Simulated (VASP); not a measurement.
# LaTl3 (Pm-3m) in VASP: further runs

Runs on LaTl3. Level: LDA. Tasks: single point, relaxation of cell and atoms.

Program: VASP 6.6.1. These are calculated values, not measurements. Logs are shortened: lines on timing, memory, paths and dates and some standing lists are left out, and cuts for length are marked.

## 1. The cell of the first run

Symmetry: Pm-3m, No. 221, cubic system. The conventional cell has a = 4.738 Å, b = 4.738 Å, c = 4.738 Å, α = 90.00°, β = 90.00°, γ = 90.00°. La (site symmetry m-3m) has 12 Tl at 3.35 Å within 4.4 Å. Tl (site symmetry 4/mmm) has 4 La at 3.35 Å and 8 Tl at 3.35 Å within 4.4 Å.

## 2. Single point, LDA

Contents of INCAR:

```
ALGO     = Normal         # electronic algorithm
EDIFF    = 1E-7           # SCF threshold, eV
ENCUT    = 520            # plane-wave cutoff, eV
GGA      = CA             # functional
ISIF     = 2              # what is computed and relaxed
ISMEAR   = 0              # smearing method
LASPH    = True           # aspherical terms in the spheres
LCHARG   = False          # write CHGCAR
LREAL    = False          # projectors in reciprocal space
LWAVE    = False          # write WAVECAR
NBANDS   = 33             # bands
NELM     = 100            # most SCF steps
PREC     = Accurate       # precision mode
SIGMA    = 0.1            # smearing width, eV
```

Contents of KPOINTS:

```
k-points
0
Gamma
  10 10 10
```

Contents of POSCAR:

```
LaTl3
1.0
    4.7384608403      0.0000000000      0.0000000000
    0.0000000000      4.7384608403      0.0000000000
    0.0000000000      0.0000000000      4.7384608403
La Tl
1 3
Direct
    0.0000000000      0.0000000000      0.0000000000
    0.0000000000      0.5000000000      0.5000000000
    0.5000000000      0.0000000000      0.5000000000
    0.5000000000      0.5000000000      0.0000000000
```

Potentials or basis: VASP PAW LDA potentials, release 64 (La, Tl_d).

On the command line:

```sh
$ cat potpaw_LDA.64/La/POTCAR potpaw_LDA.64/Tl_d/POTCAR > POTCAR
$ mpirun -np 1 vasp_std > vasp.out
```

OUTCAR:

```text
EDIFF = 1E-7
   ENCUT = 520
   GGA = CA
   ISIF = 2
   ISMEAR = 0
   LASPH = True
   LREAL = False
   NELM = 100
   PREC = Accurate

 ion  position               nearest neighbor table
   1  0.000  0.000  0.000-   2 3.35   3 3.35   4 3.35   2 3.35   3 3.35   2 3.35   4 3.35   2 3.35
                             3 3.35   4 3.35   3 3.35   4 3.35
   2  0.000  0.500  0.500-   1 3.35   3 3.35   4 3.35   1 3.35   4 3.35   1 3.35   3 3.35   1 3.35
                             3 3.35   4 3.35   4 3.35   3 3.35
   3  0.500  0.000  0.500-   1 3.35   2 3.35   4 3.35   1 3.35   4 3.35   2 3.35   4 3.35   4 3.35
                             1 3.35   2 3.35   1 3.35   2 3.35
   4  0.500  0.500  0.000-   1 3.35   2 3.35   3 3.35   2 3.35   3 3.35   1 3.35   3 3.35   3 3.35
                             1 3.35   2 3.35   2 3.35   1 3.35

  LATTYP: Found a simple cubic cell.
 ALAT       =     4.7384608403

  Lattice vectors:

 A1 = (   4.7384608403,   0.0000000000,   0.0000000000)
 A2 = (   0.0000000000,   4.7384608403,   0.0000000000)
 A3 = (   0.0000000000,   0.0000000000,   4.7384608403)

Analysis of symmetry for initial positions (statically):
=====================================================================
 Subroutine PRICEL returns:
 Original cell was already a primitive cell.

 Routine SETGRP: Setting up the symmetry group for a
 simple cubic supercell.

 Subroutine GETGRP returns: Found 48 space group operations
 (whereof 48 operations were pure point group operations)
 out of a pool of 48 trial point group operations.

The static configuration has the point symmetry O_h .

Analysis of symmetry for dynamics (positions and initial velocities):
=====================================================================
 Subroutine PRICEL returns:
 Original cell was already a primitive cell.

 Routine SETGRP: Setting up the symmetry group for a
 simple cubic supercell.

 Subroutine GETGRP returns: Found 48 space group operations
 (whereof 48 operations were pure point group operations)
 out of a pool of 48 trial point group operations.

The dynamic configuration has the point symmetry O_h .

 Subroutine INISYM returns: Found 48 space group operations
 (whereof 48 operations are pure point group operations),
 and found     1 'primitive' translations

----------------------------------------------------------------------------------------

                                     Primitive cell

  volume of cell :     106.3927

  direct lattice vectors                    reciprocal lattice vectors
     4.738460840  0.000000000  0.000000000     0.211038992  0.000000000  0.000000000
     0.000000000  4.738460840  0.000000000     0.000000000  0.211038992  0.000000000
     0.000000000  0.000000000  4.738460840     0.000000000  0.000000000  0.211038992

  length of vectors
     4.738460840  4.738460840  4.738460840     0.211038992  0.211038992  0.211038992

  position of ions in fractional coordinates (direct lattice)
     0.000000000  0.000000000  0.000000000
     0.000000000  0.500000000  0.500000000
     0.500000000  0.000000000  0.500000000
     0.500000000  0.500000000  0.000000000

  ion indices of the primitive-cell ions
   primitive index   ion index
                 1           1
                 2           2
                 3           3
                 4           4

----------------------------------------------------------------------------------------

 KPOINTS: k-points

Automatic generation of k-mesh.
 Grid dimensions read from file:
 generate k-points for:   10   10   10

 Generating k-lattice:

  Cartesian coordinates                     Fractional coordinates (reciprocal lattice)
     0.021103899  0.000000000  0.000000000     0.100000000  0.000000000  0.000000000
     0.000000000  0.021103899  0.000000000     0.000000000  0.100000000  0.000000000
     0.000000000  0.000000000  0.021103899     0.000000000  0.000000000  0.100000000

  Length of vectors
     0.021103899  0.021103899  0.021103899

  Shift w.r.t. Gamma in fractional coordinates (k-lattice)
     0.000000000  0.000000000  0.000000000

 Subroutine IBZKPT returns following result:
 ===========================================

 Found     56 irreducible k-points:

 Following reciprocal coordinates:
            Coordinates               Weight
  0.000000  0.000000  0.000000      1.000000
  0.100000  0.000000  0.000000      6.000000
  0.200000  0.000000  0.000000      6.000000
  0.300000  0.000000  0.000000      6.000000
  0.400000  0.000000  0.000000      6.000000
  0.500000  0.000000  0.000000      3.000000
[... 16 lines left out ...]
  0.200000  0.100000  0.100000     24.000000
  0.300000  0.100000  0.100000     24.000000
 [... further k-points ...]
   k-points           NKPTS =     56   k-points in BZ     NKDIM =     56   number of bands    NBANDS=     33
   number of dos      NEDOS =    301   number of ions     NIONS =      4
   total plane-waves  NPLWV =  46656
   dimension x,y,z NGX =    36 NGY =   36 NGZ =   36
   dimension x,y,z NGXF=    72 NGYF=   72 NGZF=   72
   ions per type =               1   3
   NGX,Y,Z   is equivalent  to a cutoff of  12.63, 12.63, 12.63 a.u.
   NGXF,Y,Z  is equivalent  to a cutoff of  25.26, 25.26, 25.26 a.u.
 SYSTEM =  unknown system
   PREC   = accura    normal or accurate (medium, high low for compatibility)
   ISTART =      0    job   : 0-new  1-cont  2-samecut
   ICHARG =      2    charge: 1-file 2-atom 10-const
   ISPIN  =      1    spin polarized calculation?
   LNONCOLLINEAR =      F non collinear calculations
   LSORBIT =      F    spin-orbit coupling
   LASPH  =      T    aspherical Exc in radial PAW
   ENCUT  =  520.0 eV  38.22 Ry    6.18 a.u.   8.81  8.81  8.81*2*pi/ulx,y,z
   NELM   =    100;   NELMIN=  2; NELMDL= -5     # of ELM steps
   EDIFF  = 0.1E-06   stopping-criterion for ELM
   LREAL  =      F    real-space projection
   EDIFFG = 0.1E-05   stopping-criterion for IOM
   NSW    =      0    number of steps for IOM
   IBRION =     -1    ionic relax: 0-MD 1-quasi-New 2-CG
   NFREE  =      0    steps in history (QN), initial steepest desc. (CG)
   ISIF   =      2    stress and relaxation
   ISYM   =      2    0-nonsym 1-usesym 2-fastsym
   POTIM  = 0.5000    time-step for ionic-motion
   TEBEG  =    0.0;   TEEND  =   0.0 temperature during run
   PSTRESS=    0.0 pullay stress
   NELECT =      50.0000    total number of electrons
   NUPDOWN=      -1.0000    fix difference up-down
   EMIN   =  10.00;   EMAX   =-10.00  energy-range for DOS
   EFERMI =   0.00;   METHOD = LEGACY
   ISMEAR =     0;   SIGMA  =   0.10  broadening in eV -4-tet -1-fermi 0-gaus
   EFERMI_NEDOS =   21; number of points for ismear=-14 and -15
   IALGO  =     38    algorithm
   IMIX   =      4    mixing-type and parameters
     AMIX     =   0.40;   BMIX     =  1.00
     AMIX_MAG =   1.60;   BMIX_MAG =  1.00
  volume/ion in A,a.u.               =      26.60       179.49
  Fermi-wavevector in a.u.,A,eV,Ry     =   1.272802  2.405247 22.041779  1.620025
  Thomas-Fermi vector in A             =   2.405660
   LORBIT       =      0    0 simple, 1 ext, 2 COOP (PROOUT), +10 PAW based schemes
   GGA     = CA    functional components
   LHFCALC =     F    Hartree Fock is set to
   AEXX    =    0.0000 exact exchange contribution
   IVDW    =     0    specifies the selected vdW correction
   LEPSILON=     F    determine dielectric tensor
   LRPA    =     F    only Hartree local field effects (RPA)
 non-spin polarized calculation
 Gauss-broadening in eV      SIGMA  =   0.10
  energy-cutoff  :      520.00
  volume of cell :      106.39
 maximum number of plane-waves:      2897
 NGX is ok and might be reduce to    36
   NGX = 17   NGY = 17   NGZ = 17

 number of electron      50.0000001 magnetization

 Free energy of the ion-electron system (eV)
  ---------------------------------------------------
  ext. energy  EPLUGINS =         0.00000000
  ---------------------------------------------------
  free energy    TOTEN  =       -16.12743751 eV

  energy without entropy =      -16.11999657  energy(sigma->0) =      -16.12371704

 E-fermi :   8.1337     XC(G=0): -10.9776

 val. band max:        8.1269266219   @ k =   0.3000   0.3000   0.1000
 cond. band min:       8.1946498980   @ k =   0.3000   0.2000   0.1000
 fundamental gap:      0.0677232761
 Fermi energy:         8.1337448019

 k-point     1 :       0.0000    0.0000    0.0000
  band No.  band energies     occupation
      1     -24.3707      2.00000
      2      -8.1714      2.00000
      3      -8.1714      2.00000
      4      -8.1714      2.00000
      5      -3.7490      2.00000
      6      -3.7455      2.00000
[... 25 lines left out ...]
     32      10.2988      0.00000
     33      10.8103      0.00000

 k-point     2 :       0.1000    0.0000    0.0000
  band No.  band energies     occupation
      1     -24.3702      2.00000
      2      -8.1939      2.00000
      3      -8.1748      2.00000
      4      -8.1748      2.00000
      5      -3.7395      2.00000
      6      -3.7299      2.00000
[... 25 lines left out ...]
     32      10.2917      0.00000
     33      10.8059      0.00000

 k-point     3 :       0.2000    0.0000    0.0000
  band No.  band energies     occupation
      1     -24.3688      2.00000
      2      -8.2518      2.00000
      3      -8.1838      2.00000
      4      -8.1838      2.00000
      5      -3.7228      2.00000
      6      -3.6760      2.00000
[... 25 lines left out ...]
     32      10.2720      0.00000
     33      10.4929      0.00000

 k-point     4 :       0.3000    0.0000    0.0000
  band No.  band energies     occupation
      1     -24.3670      2.00000
      2      -8.3208      2.00000
      3      -8.1947      2.00000
      4      -8.1947      2.00000
      5      -3.7004      2.00000
      6      -3.5972      2.00000
[... 673 lines left out ...]
     32      10.2463      0.00000
     33      10.5330      0.00000

 k-point    23 :       0.2000    0.1000    0.1000
  band No.  band energies     occupation
      1     -24.3678      2.00000
      2      -8.2592      2.00000
      3      -8.2053      2.00000
      4      -8.1966      2.00000
      5      -3.6994      2.00000
      6      -3.6660      2.00000
[... 25 lines left out ...]
     32      10.2627      0.00000
     33      10.4392      0.00000

 k-point    24 :       0.3000    0.1000    0.1000
  band No.  band energies     occupation
      1     -24.3661      2.00000
      2      -8.3183      2.00000
      3      -8.2170      2.00000
      4      -8.2044      2.00000
      5      -3.6710      2.00000
      6      -3.6035      2.00000
[... 25 lines left out ...]
     32      10.2758      0.00000
     33      10.3307      0.00000

 [... further k-points ...]

------------------------ aborting loop because EDIFF is reached ----------------------------------------

  FORCE on cell =-STRESS in cart. coord.  units (eV):
  Direction    XX          YY          ZZ          XY          YZ          ZX
  --------------------------------------------------------------------------------------
  -------------------------------------------------------------------------------------
  Total        0.0249472      0.0249472      0.0249472      0.0000000     -0.0000000      0.0000000
  in kB        0.3756826      0.3756826      0.3756826      0.0000000     -0.0000000      0.0000000
  external PRESSURE =       0.3756826 kB  Pullay stress =       0.0000000 kB

 VOLUME and BASIS-vectors are now :
 -----------------------------------------------------------------------------
  energy-cutoff  :      520.00
  volume of cell :      106.39
      direct lattice vectors                 reciprocal lattice vectors
     4.738460840  0.000000000  0.000000000     0.211038992  0.000000000  0.000000000
     0.000000000  4.738460840  0.000000000     0.000000000  0.211038992  0.000000000
     0.000000000  0.000000000  4.738460840     0.000000000  0.000000000  0.211038992

 POSITION                                       TOTAL-FORCE (eV/Angst)
 -----------------------------------------------------------------------------------
      0.00000      0.00000      0.00000         0.000000      0.000000      0.000000
      0.00000      2.36923      2.36923         0.000000      0.000000      0.000000
      2.36923      0.00000      2.36923         0.000000      0.000000      0.000000
      2.36923      2.36923      0.00000         0.000000      0.000000      0.000000
 -----------------------------------------------------------------------------------
    total drift:                                0.000000      0.000000      0.000000

  FREE ENERGIE OF THE ION-ELECTRON SYSTEM (eV)
  ---------------------------------------------------
  free  energy   TOTEN  =       -16.1274375052 eV

  energy  without entropy=      -16.1199965663  energy(sigma->0) =      -16.12371704
```

Run time: 64 s. Hardware: 1 thread of Intel Xeon 6975P-C (Granite Rapids), shared host; peak memory 0.3 GiB.

Results:

```
Free energy            : -16.1274 eV
Pressure               : 0.0 GPa
Band gap on the k mesh : zero (bands 25 and 26 overlap by 1.58 eV)
```

Caveat: spin-orbit coupling is left out, which moves the levels of the heavy elements.

## 3. Relaxation of cell and atoms, LDA

This run uses another cell than the first one, of 29.44 Å³/atom.

Contents of INCAR:

```
SYSTEM = LaTl3
ALGO     = Normal         ! electronic algorithm
EDIFF    = 1E-6           ! SCF threshold, eV
EDIFFG   = -0.005         ! ionic threshold
ENCUT    = 600            ! plane-wave cutoff, eV
GGA      = CA             ! functional
IBRION   = 2              ! ionic algorithm
ISIF     = 3              ! what is computed and relaxed
ISMEAR   = 0              ! smearing method
LASPH    = .TRUE.         ! aspherical terms in the spheres
LCHARG   = .FALSE.        ! write CHGCAR
LREAL    = .FALSE.        ! projectors in reciprocal space
LWAVE    = .FALSE.        ! write WAVECAR
NELM     = 100            ! most SCF steps
NSW      = 70             ! ionic steps
PREC     = Accurate       ! precision mode
SIGMA    = 0.1            ! smearing width, eV
```

Contents of KPOINTS:

```
k-points
0
G
  10 10 10
  0 0 0
```

Contents of POSCAR:

```
LaTl3
1.0
    4.9017661918      0.0000000000      0.0000000000
    0.0000000000      4.9017661918      0.0000000000
    0.0000000000      0.0000000000      4.9017661918
La Tl
1 3
Direct
    0.0000000000      0.0000000000      0.0000000000
    0.0000000000      0.5000000000      0.5000000000
    0.5000000000      0.0000000000      0.5000000000
    0.5000000000      0.5000000000      0.0000000000
```

Potentials or basis: VASP PAW LDA potentials, release 64 (La, Tl_d).

On the command line:

```sh
$ cat potpaw_LDA.64/La/POTCAR potpaw_LDA.64/Tl_d/POTCAR > POTCAR
$ mpirun -np 1 vasp_std > vasp.out
```

OUTCAR:

```text
SYSTEM = LaTl3
   EDIFF = 1E-6
   EDIFFG = -0.005
   ENCUT = 600
   GGA = CA
   IBRION = 2
   ISIF = 3
   ISMEAR = 0
   LASPH = .TRUE.
   LREAL = .FALSE.
   NELM = 100
   NSW = 70
   PREC = Accurate

 ion  position               nearest neighbor table
   1  0.000  0.000  0.000-   2 3.47   3 3.47   4 3.47   2 3.47   3 3.47   2 3.47   4 3.47   2 3.47
                             3 3.47   4 3.47   3 3.47   4 3.47
   2  0.000  0.500  0.500-   1 3.47   3 3.47   4 3.47   1 3.47   4 3.47   1 3.47   3 3.47   1 3.47
                             3 3.47   4 3.47   4 3.47   3 3.47
   3  0.500  0.000  0.500-   1 3.47   2 3.47   4 3.47   1 3.47   4 3.47   2 3.47   4 3.47   4 3.47
                             1 3.47   2 3.47   1 3.47   2 3.47
   4  0.500  0.500  0.000-   1 3.47   2 3.47   3 3.47   2 3.47   3 3.47   1 3.47   3 3.47   3 3.47
                             1 3.47   2 3.47   2 3.47   1 3.47

  LATTYP: Found a simple cubic cell.
 ALAT       =     4.9017661918

  Lattice vectors:

[... 268 lines left out ...]
  energy without entropy =      -16.12096115  energy(sigma->0) =      -16.12470095

 E-fermi :   8.1146     XC(G=0): -10.9695

 val. band max:        8.1084837015   @ k =   0.3000   0.3000   0.1000
 cond. band min:       8.1752958036   @ k =   0.3000   0.2000   0.1000
 fundamental gap:      0.0668121022
 Fermi energy:         8.1145648162

 k-point     1 :       0.0000    0.0000    0.0000
  band No.  band energies     occupation
      1     -24.3938      2.00000
      2      -8.1935      2.00000
      3      -8.1935      2.00000
      4      -8.1935      2.00000
      5      -3.7632      2.00000
      6      -3.7600      2.00000
[... 781 lines left out ...]
     29       9.9926      0.00000
     30      10.1015      0.00000

 [... further k-points ...]

------------------------ aborting loop because EDIFF is reached ----------------------------------------

  FORCE on cell =-STRESS in cart. coord.  units (eV):
  Direction    XX          YY          ZZ          XY          YZ          ZX
  --------------------------------------------------------------------------------------
  -------------------------------------------------------------------------------------
  Total       -0.0199239     -0.0199239     -0.0199239      0.0000000      0.0000000     -0.0000000
  in kB       -0.2995435     -0.2995435     -0.2995435      0.0000000      0.0000000     -0.0000000
  external PRESSURE =      -0.2995435 kB  Pullay stress =       0.0000000 kB
[... 19 lines left out ...]
  FREE ENERGIE OF THE ION-ELECTRON SYSTEM (eV)
  ---------------------------------------------------
  free  energy   TOTEN  =       -16.1284407528 eV

  energy  without entropy=      -16.1209611517  energy(sigma->0) =      -16.12470095

 reached required accuracy - stopping structural energy minimisation
```

Wall time 3.4 min (1 thread of Intel Xeon 6975P-C (Granite Rapids), shared host); peak memory 0.38 GiB.

Results:

```
Free energy                           : -16.1284 eV
Relaxed volume                        : 26.64 Å³/atom
Relaxed cell                          : a = 4.741 Å, b = 4.741 Å, c = 4.741 Å, α = 90.00°, β = 90.00°, γ = 90.00°
Space group after relaxing (to 0.1 Å) : Pm-3m (No. 221)
Energy gained by relaxing             : 45.7 meV/atom
Ionic steps                           : 3
Pressure after relaxing               : 0.0 GPa
Band gap on the k mesh                : zero (bands 25 and 26 overlap by 1.58 eV)
```

Step by step:
```tsv
step	energy change (eV)	largest force (eV/Å)	pressure (GPa)	volume (Å³)
1	0.0000	0.0000	-4.73	117.78
2	-0.1659	0.0000	1.88	103.57
3	-0.1830	0.0000	-0.03	106.57
```

Final structure:
```
La Tl
1.0
     4.74105    0.00000    0.00000
     0.00000    4.74105    0.00000
     0.00000    0.00000    4.74105
La Tl
1 3
Cartesian
  0.0000 0.0000 0.0000
  0.0000 2.3705 2.3705
  2.3705 0.0000 2.3705
  2.3705 2.3705 0.0000
```

Caveat: spin-orbit coupling is left out, which moves the levels of the heavy elements. LDA usually gives volumes a few per cent too small.

The gap in the log of VASP goes by the Fermi energy; the results here count the filled bands.